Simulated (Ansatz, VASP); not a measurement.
In7O: VASP beside Ansatz

```xyz
8
Lattice="0.0000 4.8603 4.8603 4.8603 0.0000 4.8603 4.8603 4.8603 0.0000" Properties=species:S:1:pos:R:3 pbc="T T T"
In    7.2628    4.8603    4.8603
In    2.4578    4.8603    4.8603
In    4.8603    7.2628    4.8603
In    4.8603    2.4578    4.8603
In    4.8603    4.8603    7.2628
In    4.8603    4.8603    2.4578
In    2.4301    2.4301    2.4301
O     0.0000    0.0000    0.0000
```

Alike in both runs: functional PBE; k mesh 3 × 3 × 3; occupations gaussian, width 0.2 eV; no spin polarisation.

Ansatz relaxed the structure, and its values are those at the end. VASP's run is a single point on that final structure, the one shown.

```csv
,VASP,Ansatz
version,VASP 6.6.1,Ansatz 0.2.0
potentials or method,"VASP PAW PBE potentials, release 64 (In_d, O), cutoff 600 eV","scalar-relativistic, plane waves, PAW"
valence electrons in the cell,97,97
```

Ansatz gave:

- gap on the k mesh at the Fermi level (eV): none
- pressure (GPa): -0.3
- rms of the force components (eV/Å): 0.016

Q: Which values does VASP return?

A: gap on the k mesh at the Fermi level (eV): none; pressure (GPa): -0.3; rms of the force components (eV/Å): 0.020.

A gap of «none» marks a metal or a gap that the smearing closes. With one functional, cell and mesh, what is left measures potentials, basis and numerics.

The k mesh is coarse, so the values compare programs but aren't converged.
